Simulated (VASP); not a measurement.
# SnS2 (P-3m1) in VASP: notebook

SnS2 is run at these levels: PBE+D3(BJ); tasks: single point, relaxation of cell and atoms.

All numbers are computed with VASP 6.6.1; they aren't measurements. Logs are shortened: lines on timing, memory, paths and dates and some standing lists are left out, and cuts for length are marked.

## Step 1: The cell of the first run

The structure is trigonal, space group P-3m1 (No. 164). The conventional cell has a = 3.668 Å, b = 3.668 Å, c = 5.827 Å, α = 90.00°, β = 90.00°, γ = 120.00°. Within 3.4 Å of Sn (site symmetry -3m) lie 6 S at 2.58 Å. S (site symmetry 3m) has 3 Sn at 2.58 Å within 3.4 Å.

## Step 2: Single point, PBE+D3(BJ)

Contents of INCAR:

```
PREC = Accurate ; ENCUT = 500
EDIFF = 1E-6 ; ISMEAR = 0
SIGMA = 0.02 ; LREAL = F
LASPH = T ; NELM = 120
ALGO = Normal ; ISIF = 2
LWAVE = F ; LCHARG = F
GGA = PE ; IVDW = 12
NBANDS = 20 ; GGA_COMPAT = F
```

Contents of KPOINTS:

```
Automatic mesh
0
Gamma
  12 12 6
```

Contents of POSCAR:

```
SnS2
1.0
    3.6681507180      0.0000000000      0.0000000000
   -1.8340753590      3.1767117067      0.0000000000
    0.0000000000      0.0000000000      5.8272123312
Sn S
1 2
Direct
    0.0000000000      0.0000000000      0.0000000000
    0.3333333333      0.6666666667      0.2537451101
    0.6666666667      0.3333333333      0.7462548899
```

Potentials or basis: VASP PAW PBE potentials, release 64 (Sn_d, S).

Launch:

```sh
> cat potpaw_PBE.64/Sn_d/POTCAR potpaw_PBE.64/S/POTCAR > POTCAR
> mpirun -np 1 vasp_std > vasp.out
```

OUTCAR:

```text
PREC = Accurate
   ENCUT = 500
   EDIFF = 1E-6
   ISMEAR = 0
   LREAL = F
   LASPH = T
   NELM = 120
   ISIF = 2
   GGA = PE
   IVDW = 12
 IVDW          = 12

 ion  position               nearest neighbor table
   1  0.000  0.000  0.000-   2 2.58   3 2.58   3 2.58   2 2.58   3 2.58   2 2.58
   2  0.333  0.667  0.254-   1 2.58   1 2.58   1 2.58
   3  0.667  0.333  0.746-   1 2.58   1 2.58   1 2.58

  LATTYP: Found a hexagonal cell.
 ALAT       =     3.6681507180
 C/A-ratio  =     1.5885967560

  Lattice vectors:

 A1 = (   3.6681507180,   0.0000000000,   0.0000000000)
 A2 = (  -1.8340753590,   3.1767117067,   0.0000000000)
 A3 = (   0.0000000000,   0.0000000000,   5.8272123312)

Analysis of symmetry for initial positions (statically):
[... 33 lines left out ...]
                                     Primitive cell

  volume of cell :      67.9025

  direct lattice vectors                    reciprocal lattice vectors
     3.668150718  0.000000000  0.000000000     0.272616933  0.157395460  0.000000000
    -1.834075359  3.176711707  0.000000000     0.000000000  0.314790920  0.000000000
     0.000000000  0.000000000  5.827212331     0.000000000  0.000000000  0.171608643

  length of vectors
     3.668150718  3.668150718  5.827212331     0.314790920  0.314790920  0.171608643

  position of ions in fractional coordinates (direct lattice)
     0.000000000  0.000000000  0.000000000
     0.333333333  0.666666667  0.253745110
     0.666666667  0.333333333  0.746254890

  ion indices of the primitive-cell ions
   primitive index   ion index
                 1           1
                 2           2
                 3           3

----------------------------------------------------------------------------------------

 KPOINTS: Automatic mesh

Automatic generation of k-mesh.
 Grid dimensions read from file:
 generate k-points for:   12   12    6

 Generating k-lattice:

  Cartesian coordinates                     Fractional coordinates (reciprocal lattice)
     0.022718078  0.013116288  0.000000000     0.083333333  0.000000000  0.000000000
     0.000000000  0.026232577  0.000000000     0.000000000  0.083333333  0.000000000
     0.000000000  0.000000000  0.028601440     0.000000000  0.000000000  0.166666667

  Length of vectors
     0.026232577  0.026232577  0.028601440

  Shift w.r.t. Gamma in fractional coordinates (k-lattice)
     0.000000000  0.000000000  0.000000000

 Subroutine IBZKPT returns following result:
 ===========================================

 Found    100 irreducible k-points:

 Following reciprocal coordinates:
            Coordinates               Weight
  0.000000  0.000000  0.000000      1.000000
  0.083333  0.000000  0.000000      6.000000
  0.166667  0.000000  0.000000      6.000000
  0.250000  0.000000  0.000000      6.000000
  0.333333  0.000000  0.000000      6.000000
  0.416667  0.000000  0.000000      6.000000
[... 16 lines left out ...]
  0.166667  0.000000  0.166667      6.000000
  0.000000  0.166667  0.166667      6.000000
 [... further k-points ...]
   k-points           NKPTS =    100   k-points in BZ     NKDIM =    100   number of bands    NBANDS=     20
   number of dos      NEDOS =    301   number of ions     NIONS =      3
   total plane-waves  NPLWV =  32928
   dimension x,y,z NGX =    28 NGY =   28 NGZ =   42
   dimension x,y,z NGXF=    56 NGYF=   56 NGZF=   84
   ions per type =               1   2
   NGX,Y,Z   is equivalent  to a cutoff of  12.69, 12.69, 11.98 a.u.
   NGXF,Y,Z  is equivalent  to a cutoff of  25.38, 25.38, 23.96 a.u.
 SYSTEM =  unknown system
   PREC   = accura    normal or accurate (medium, high low for compatibility)
   ISTART =      0    job   : 0-new  1-cont  2-samecut
   ICHARG =      2    charge: 1-file 2-atom 10-const
   ISPIN  =      1    spin polarized calculation?
   LNONCOLLINEAR =      F non collinear calculations
   LSORBIT =      F    spin-orbit coupling
   LASPH  =      T    aspherical Exc in radial PAW
   ENCUT  =  500.0 eV  36.75 Ry    6.06 a.u.   6.69  6.69 10.62*2*pi/ulx,y,z
   NELM   =    120;   NELMIN=  2; NELMDL= -5     # of ELM steps
   EDIFF  = 0.1E-05   stopping-criterion for ELM
   LREAL  =      F    real-space projection
   EDIFFG = 0.1E-04   stopping-criterion for IOM
   NSW    =      0    number of steps for IOM
   IBRION =     -1    ionic relax: 0-MD 1-quasi-New 2-CG
   NFREE  =      0    steps in history (QN), initial steepest desc. (CG)
   ISIF   =      2    stress and relaxation
   ISYM   =      2    0-nonsym 1-usesym 2-fastsym
   POTIM  = 0.5000    time-step for ionic-motion
   TEBEG  =    0.0;   TEEND  =   0.0 temperature during run
   PSTRESS=    0.0 pullay stress
   NELECT =      26.0000    total number of electrons
   NUPDOWN=      -1.0000    fix difference up-down
   EMIN   =  10.00;   EMAX   =-10.00  energy-range for DOS
   EFERMI =   0.00;   METHOD = LEGACY
   ISMEAR =     0;   SIGMA  =   0.02  broadening in eV -4-tet -1-fermi 0-gaus
   EFERMI_NEDOS =   21; number of points for ismear=-14 and -15
   IALGO  =     38    algorithm
   IMIX   =      4    mixing-type and parameters
     AMIX     =   0.40;   BMIX     =  1.00
     AMIX_MAG =   1.60;   BMIX_MAG =  1.00
  volume/ion in A,a.u.               =      22.63       152.74
  Fermi-wavevector in a.u.,A,eV,Ry     =   1.188787  2.246481 19.227947  1.413214
  Thomas-Fermi vector in A             =   2.324909
   LORBIT       =      0    0 simple, 1 ext, 2 COOP (PROOUT), +10 PAW based schemes
   GGA     = PE    functional components
   LHFCALC =     F    Hartree Fock is set to
   AEXX    =    0.0000 exact exchange contribution
   IVDW    =    12    specifies the selected vdW correction
   LEPSILON=     F    determine dielectric tensor
   LRPA    =     F    only Hartree local field effects (RPA)
 non-spin polarized calculation
 Gauss-broadening in eV      SIGMA  =   0.02
  energy-cutoff  :      500.00
  volume of cell :       67.90
 maximum number of plane-waves:      1745
 NGX is ok and might be reduce to    28
   NGX = 13   NGY = 13   NGZ = 21

 number of electron      25.9999997 magnetization

 Free energy of the ion-electron system (eV)
  ---------------------------------------------------
  ext. energy  EPLUGINS =         0.00000000
  ---------------------------------------------------
  free energy    TOTEN  =       -13.15727391 eV

  energy without entropy =      -13.15727391  energy(sigma->0) =      -13.15727391

 E-fermi :   4.9036     XC(G=0):  -9.6431

 val. band max:        4.7823818641   @ k =   0.0833   0.0000   0.0000
 cond. band min:       6.0708135618   @ k =   0.0000   0.4167   0.3333
 fundamental gap:      1.2884316977
 Fermi energy:         4.9035970611

 k-point     1 :       0.0000    0.0000    0.0000
  band No.  band energies     occupation
      1     -16.2288      2.00000
      2     -16.2288      2.00000
      3     -16.1897      2.00000
      4     -16.1636      2.00000
      5     -16.1636      2.00000
      6      -9.0064      2.00000
[... 12 lines left out ...]
     19      14.2630      0.00000
     20      14.2630      0.00000

 k-point     2 :       0.0833    0.0000    0.0000
  band No.  band energies     occupation
      1     -16.2328      2.00000
      2     -16.2248      2.00000
      3     -16.1867      2.00000
      4     -16.1663      2.00000
      5     -16.1634      2.00000
      6      -8.9300      2.00000
[... 12 lines left out ...]
     19      13.9193      0.00000
     20      14.3422      0.00000

 k-point     3 :       0.1667    0.0000    0.0000
  band No.  band energies     occupation
      1     -16.2450      2.00000
      2     -16.2148      2.00000
      3     -16.1800      2.00000
      4     -16.1711      2.00000
      5     -16.1617      2.00000
      6      -8.7047      2.00000
[... 12 lines left out ...]
     19      13.6344      0.00000
     20      14.4971      0.00000

 k-point     4 :       0.2500    0.0000    0.0000
  band No.  band energies     occupation
      1     -16.2635      2.00000
      2     -16.2047      2.00000
      3     -16.1847      2.00000
      4     -16.1617      2.00000
      5     -16.1558      2.00000
      6      -8.3446      2.00000
[... 12 lines left out ...]
     19      13.4487      0.00000
     20      14.9273      0.00000

 k-point     5 :       0.3333    0.0000    0.0000
  band No.  band energies     occupation
      1     -16.2829      2.00000
      2     -16.1995      2.00000
      3     -16.1924      2.00000
      4     -16.1484      2.00000
      5     -16.1448      2.00000
      6      -7.8844      2.00000
[... 12 lines left out ...]
     19      14.0510      0.00000
     20      15.3101      0.00000

 k-point     6 :       0.4167    0.0000    0.0000
  band No.  band energies     occupation
      1     -16.2975      2.00000
      2     -16.1981      2.00000
      3     -16.1978      2.00000
      4     -16.1386      2.00000
      5     -16.1343      2.00000
      6      -7.4054      2.00000
[... 12 lines left out ...]
     19      14.8330      0.00000
     20      15.6793      0.00000

 k-point     7 :       0.5000    0.0000    0.0000
  band No.  band energies     occupation
      1     -16.3029      2.00000
      2     -16.1997      2.00000
      3     -16.1980      2.00000
      4     -16.1349      2.00000
      5     -16.1301      2.00000
      6      -7.1413      2.00000
[... 12 lines left out ...]
     19      15.1634      0.00000
     20      15.9029      0.00000
[... 277 lines left out ...]
 k-point    20 :       0.0000    0.0000    0.1667
  band No.  band energies     occupation
      1     -16.2288      2.00000
      2     -16.2288      2.00000
      3     -16.1897      2.00000
      4     -16.1636      2.00000
      5     -16.1636      2.00000
      6      -8.9627      2.00000
[... 12 lines left out ...]
     19      14.0651      0.00000
     20      14.0651      0.00000

 k-point    21 :       0.0833    0.0000    0.1667
  band No.  band energies     occupation
      1     -16.2328      2.00000
      2     -16.2248      2.00000
      3     -16.1866      2.00000
      4     -16.1663      2.00000
      5     -16.1634      2.00000
      6      -8.8865      2.00000
[... 12 lines left out ...]
     19      13.8249      0.00000
     20      14.3308      0.00000

 k-point    22 :       0.0000    0.0833    0.1667
  band No.  band energies     occupation
      1     -16.2328      2.00000
      2     -16.2248      2.00000
      3     -16.1867      2.00000
      4     -16.1663      2.00000
      5     -16.1634      2.00000
      6      -8.8864      2.00000
[... 12 lines left out ...]
     19      13.6831      0.00000
     20      14.0366      0.00000

 k-point    23 :       0.1667    0.0000    0.1667
  band No.  band energies     occupation
      1     -16.2450      2.00000
      2     -16.2148      2.00000
      3     -16.1799      2.00000
      4     -16.1711      2.00000
      5     -16.1617      2.00000
      6      -8.6621      2.00000
[... 12 lines left out ...]
     19      13.9514      0.00000
     20      14.3496      0.00000

 k-point    24 :       0.0000    0.1667    0.1667
  band No.  band energies     occupation
      1     -16.2450      2.00000
      2     -16.2148      2.00000
      3     -16.1799      2.00000
      4     -16.1710      2.00000
      5     -16.1617      2.00000
      6      -8.6615      2.00000
[... 12 lines left out ...]
     19      13.4126      0.00000
     20      14.1845      0.00000

 [... further k-points ...]

------------------------ aborting loop because EDIFF is reached ----------------------------------------

 Edisp (eV)   -0.98123

 E8    (eV) :    -0.4009

  FORCE on cell =-STRESS in cart. coord.  units (eV):
  Direction    XX          YY          ZZ          XY          YZ          ZX
  --------------------------------------------------------------------------------------
  -------------------------------------------------------------------------------------
  Total      -0.04124    -0.04124    -0.05619     0.00000     0.00000     0.00000
  in kB      -0.97298    -0.97298    -1.32582     0.00000     0.00000     0.00000
  external pressure =       -1.09 kB  Pullay stress =        0.00 kB

 VOLUME and BASIS-vectors are now :
 -----------------------------------------------------------------------------
  energy-cutoff  :      500.00
  volume of cell :       67.90
      direct lattice vectors                 reciprocal lattice vectors
     3.668150718  0.000000000  0.000000000     0.272616933  0.157395460  0.000000000
    -1.834075359  3.176711707  0.000000000     0.000000000  0.314790920  0.000000000
     0.000000000  0.000000000  5.827212331     0.000000000  0.000000000  0.171608643

 POSITION                                       TOTAL-FORCE (eV/Angst)
 -----------------------------------------------------------------------------------
      0.00000      0.00000      0.00000        -0.000000      0.000000      0.000000
     -0.00000      2.11781      1.47863         0.000000      0.000000     -0.000331
      1.83408      1.05890      4.34859        -0.000000     -0.000000      0.000331
 -----------------------------------------------------------------------------------
    total drift:                                0.000000     -0.000000     -0.000000

  FREE ENERGIE OF THE ION-ELECTRON SYSTEM (eV)
  ---------------------------------------------------
  free  energy   TOTEN  =       -14.1385041572 eV

  energy  without entropy=      -14.1385041572  energy(sigma->0) =      -14.13850416
```

It took 52 s on 1 thread of AMD EPYC 9R45 (Zen 5), shared host; peak memory 0.23 GiB.

What came out:

* Free energy: -14.1385 eV
* Pressure: -0.1 GPa
* Band gap on the k mesh: 1.29 eV, indirect (least direct gap 1.76 eV)
* Dispersion energy per atom: -0.327 eV

Levels at points of the mesh, in eV from the valence-band top:
| k point | band 9 | band 10 | band 11 | band 12 | band 13 | band 14 | band 15 | band 16 | band 17 | band 18 |
| --- | --- | --- | --- | --- | --- | --- | --- | --- | --- | --- |
| (0.00, 0.00, 0.00) | -0.71 | -0.71 | -0.47 | -0.47 | -0.01 | 1.76 | 3.55 | 5.34 | 5.34 | 8.96 |
| (0.50, 0.00, 0.00) | -4.34 | -2.83 | -2.59 | -1.15 | -0.35 | 1.64 | 4.38 | 5.84 | 5.95 | 7.52 |
| (0.00, 0.00, 0.50) | -2.01 | -0.81 | -0.81 | -0.30 | -0.30 | 2.98 | 3.62 | 5.04 | 5.04 | 8.58 |
| (0.50, 0.00, 0.50) | -4.85 | -2.40 | -1.83 | -0.81 | -0.75 | 1.39 | 4.60 | 5.45 | 6.38 | 6.82 |

Caveat: spin-orbit coupling is left out, which moves the levels of the heavy elements.

## Step 3: Relaxation of cell and atoms, PBE+D3(BJ)

This run uses another cell than the first one, of 24.28 Å³/atom, 1.073 times its volume.

Contents of INCAR:

```
SYSTEM = SnS2
ALGO = Normal
EDIFF = 1E-7
EDIFFG = -0.02
ENCUT = 500
GGA = PE
GGA_COMPAT = .FALSE.
IBRION = 2
ISIF = 3
ISMEAR = 0
IVDW = 12
LASPH = .TRUE.
LCHARG = .FALSE.
LREAL = .FALSE.
LWAVE = .FALSE.
NELM = 120
NELMIN = 4
NSW = 70
PREC = Accurate
SIGMA = 0.02
```

Contents of KPOINTS:

```
k-points
0
G
  12 12 6
  0 0 0
```

Contents of POSCAR:

```
SnS2
1.0
    3.6743056800      0.0000000000      0.0000000000
   -1.8371528400      3.1820418800      0.0000000000
    0.0000000000      0.0000000000      6.2288317700
Sn S
1 2
Direct
    0.0000000000      0.0000000000      0.0000000000
    0.3333333400      0.6666666900      0.2346534700
    0.6666666900      0.3333333400      0.7653465300
```

Potentials or basis: VASP PAW PBE potentials, release 64 (Sn_d, S).

Launch:

```sh
> cat potpaw_PBE.64/Sn_d/POTCAR potpaw_PBE.64/S/POTCAR > POTCAR
> mpirun -np 1 vasp_std > vasp.out
```

Wall time 7.9 min (1 thread of AMD EPYC 9R45 (Zen 5), shared host); peak memory 0.25 GiB.

The run converged. Its results:

```yaml
Free_energy: -14.1401 eV
Relaxed_volume: 22.46 Å³/atom
Relaxed_cell: a = 3.666 Å, b = 3.666 Å, c = 5.789 Å, α = 90.00°, β = 90.00°, γ = 120.00°
Space_group_after_relaxing_to_0.05_Å: P-3m1 (No. 164)
Energy_gained_by_relaxing: 10.3 meV/atom
Ionic_steps: 12
Pressure_after_relaxing: 0.0 GPa
Largest_force_after_relaxing: 0.020 eV/Å
Band_gap_on_the_k_mesh: 1.25 eV, indirect (least direct gap 1.73 eV)
Dispersion_energy_per_atom: -0.330 eV
```

Forces on the atoms (eV/Å):
```
Sn   0.000  0.000  0.000
S    0.000  0.000 -0.020
S    0.000  0.000  0.020
```

Step by step:
| step | energy change (eV) | largest force (eV/Å) | pressure (GPa) | volume (Å³) |
| --- | --- | --- | --- | --- |
| 1 | 0.0000 | 0.2398 | -0.06 | 72.83 |
| 2 | -0.0042 | 0.1112 | -0.44 | 72.73 |
| 3 | -0.0053 | 0.0060 | -0.76 | 72.66 |
| 4 | -0.0080 | 0.0209 | -0.47 | 72.09 |
| 5 | -0.0112 | 0.0675 | 0.48 | 70.41 |
| 6 | -0.0136 | 0.0631 | 0.48 | 70.11 |
| 7 | -0.0202 | 0.0504 | 0.51 | 69.21 |
| 8 | -0.0277 | 0.0266 | 0.70 | 67.40 |
| 9 | -0.0282 | 0.0140 | 0.83 | 66.67 |
| 10 | -0.0298 | 0.1136 | -0.55 | 67.71 |
| 11 | -0.0304 | 0.0707 | -0.09 | 67.35 |
| 12 | -0.0310 | 0.0197 | 0.00 | 67.37 |

Final structure:
```xyz
3
Lattice="3.6657 0.0000 0.0000 -1.8329 3.1746 0.0000 0.0000 0.0000 5.7894" Properties=species:S:1:pos:R:3 pbc="T T T"
Sn    0.0000    0.0000    5.7894
S     0.0000    2.1164    1.4801
S     1.8329    1.0582    4.3093
```

Levels at points of the mesh, in eV from the valence-band top:
```tsv
k point	band 10	band 11	band 12	band 13	band 14	band 15	band 16	band 17
(0.00, 0.00, 0.00)	-0.74	-0.51	-0.51	-0.01	1.72	3.52	5.31	5.31
(0.50, 0.00, 0.00)	-2.90	-2.64	-1.22	-0.37	1.63	4.34	5.77	5.89
(0.00, 0.00, 0.50)	-0.85	-0.85	-0.33	-0.33	2.98	3.59	5.00	5.00
(0.50, 0.00, 0.50)	-2.43	-1.85	-0.86	-0.81	1.37	4.56	5.40	6.36
```

Caveat: spin-orbit coupling is left out, which moves the levels of the heavy elements. A k mesh can miss the band edges.
